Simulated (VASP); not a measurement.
Crystal: Mo3N.

```
Mo N
1.0
     5.30759    0.00000    0.00000
    -2.65379    4.59651    0.00000
     0.00000    0.00000    4.26016
Mo N
6 2
Direct
  0.83300 0.66600 0.25000
  0.16700 0.83300 0.75000
  0.33400 0.16700 0.25000
  0.16700 0.33400 0.75000
  0.83300 0.16700 0.25000
  0.66600 0.83300 0.75000
  0.33333 0.66667 0.25000
  0.66667 0.33333 0.75000
```

| Property | Result |
| --- | --- |
| Program | VASP 6.6.1 |
| Task | relaxation of cell and atoms |
| Functional | PBE |
| Potentials or basis | VASP PAW PBE potentials, release 64 (Mo_sv, N) |
| Cutoff | 600 eV |
| k mesh | 6 × 6 × 4 |
| Occupations | gaussian, width 0.1 eV |
| Spin | no spin polarisation |

At the start: pressure 11.9 GPa; volume 12.99 Å³/atom.

How do energy, volume and symmetry change on relaxing?

Over 10 steps the energy falls by 37.3 meV/atom and the volume is 13.66 Å³/atom (+5.1 %); space group P6_3/mmc (No. 194, to 0.05 Å).

Step by step:
| step | energy change (eV) | largest force (eV/Å) | pressure (GPa) | volume (Å³) |
| --- | --- | --- | --- | --- |
| 1 | 0.0000 | 0.2635 | 11.88 | 103.93 |
| 2 | 0.2628 | 0.6951 | -16.12 | 119.08 |
| 3 | -0.2256 | 0.4453 | -1.36 | 109.77 |
| 4 | -0.2257 | 0.4415 | -1.11 | 109.64 |
| 5 | -0.2853 | 0.0266 | -0.17 | 109.58 |
| 6 | -0.2869 | 0.1300 | 0.07 | 109.56 |
| 7 | -0.2941 | 0.0746 | -0.40 | 109.64 |
| 8 | -0.2971 | 0.0116 | -0.86 | 109.72 |
| 9 | -0.2949 | 0.0341 | 1.44 | 108.48 |
| 10 | -0.2985 | 0.0211 | 0.02 | 109.24 |

Final structure:
```
Mo N
1.0
     5.29637    0.00000    0.00000
    -2.64818    4.58679    0.00000
     0.00000    0.00000    4.49672
Mo N
6 2
Direct
  0.83516 0.67032 0.25000
  0.16484 0.83516 0.75000
  0.32968 0.16484 0.25000
  0.16484 0.32968 0.75000
  0.83516 0.16484 0.25000
  0.67032 0.83516 0.75000
  0.33333 0.66667 0.25000
  0.66667 0.33333 0.75000
```

Caveat: the k points lie up to 0.35 Å⁻¹ apart in the final cell.
